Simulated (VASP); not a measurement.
HfO2:

```xyz
3
Lattice="0.0000 2.5292 2.5292 2.5292 0.0000 2.5292 2.5292 2.5292 0.0000" Properties=species:S:1:pos:R:3 pbc="T T T"
Hf    0.0000    0.0000    0.0000
O     1.2646    1.2646    1.2646
O     3.7938    3.7938    3.7938
```

Base run:

| Quantity | Value |
| --- | --- |
| Program | VASP 6.6.1 |
| Functional | r2SCAN |
| Potentials or basis | VASP PAW PBE potentials, release 64 (Hf_pv, O) |
| Cutoff | 520 eV |
| k mesh | 6 × 6 × 6 |
| Occupations | gaussian, width 0.01 eV |
| Spin | no spin polarisation |

Its results: band gap on the k mesh 4.31 eV, direct; pressure -4.0 GPa.

Task: The run is repeated on the same cell with these changes: functional from r2SCAN to PBE. What comes out?

Result: Band gap on the k mesh 3.82 eV, direct; pressure 2.1 GPa.

r2SCAN gives the wider gap, since meta-GGAs in the generalised Kohn-Sham scheme recover part of the derivative discontinuity.

Caveats: spin-orbit coupling is left out, which moves the levels of the heavy elements; the PAW data sets were made with another functional, which shifts forces and pressure a little (some runs).

A k mesh can miss the band edges.
